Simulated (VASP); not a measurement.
## TaSi2: single point with PBE

TaSi2:

```
Ta Si
1.0
     4.32637    0.00000    0.00000
    -2.16318    3.74674    0.00000
     0.00000    0.00000    2.72790
Ta Si
1 2
Cartesian
  0.0000 0.0000 1.3640
  0.0000 2.4978 0.0323
  2.1632 1.2489 2.6956
```

| Quantity | Value |
| --- | --- |
| Program | VASP 6.6.1 |
| Task | single point |
| Functional | PBE |
| Potentials or basis | VASP PAW PBE potentials, release 64 (Ta_pv, Si) |
| Cutoff | 500 eV |
| k mesh | 6 × 6 × 5 |
| Occupations | gaussian, width 0.2 eV |
| Spin | no spin polarisation |

The pressure is 0.2 GPa and the largest force is 0.066 eV/Å.

Forces in eV/Å, atoms in the order of the input:
```
Ta   0.000  0.000  0.000
Si   0.000  0.000 -0.066
Si   0.000  0.000  0.066
```

Levels at points of the mesh, in eV from the Fermi level:
| k point | band 8 | band 9 | band 10 | band 11 | band 12 | band 13 |
| --- | --- | --- | --- | --- | --- | --- |
| (0.00, 0.00, 0.00) | -3.39 | -0.72 | -0.72 | 3.28 | 3.28 | 4.60 |
| (0.50, 0.00, 0.00) | -1.59 | -1.25 | 1.99 | 3.06 | 3.57 | 3.72 |

Wall time 20 s on 1 thread of Intel Xeon 8259CL, with other jobs on the host, peak memory 0.16 GiB.

Caveat: the k points lie up to 0.46 Å⁻¹ apart; spin-orbit coupling is left out, which moves the levels of the heavy elements.
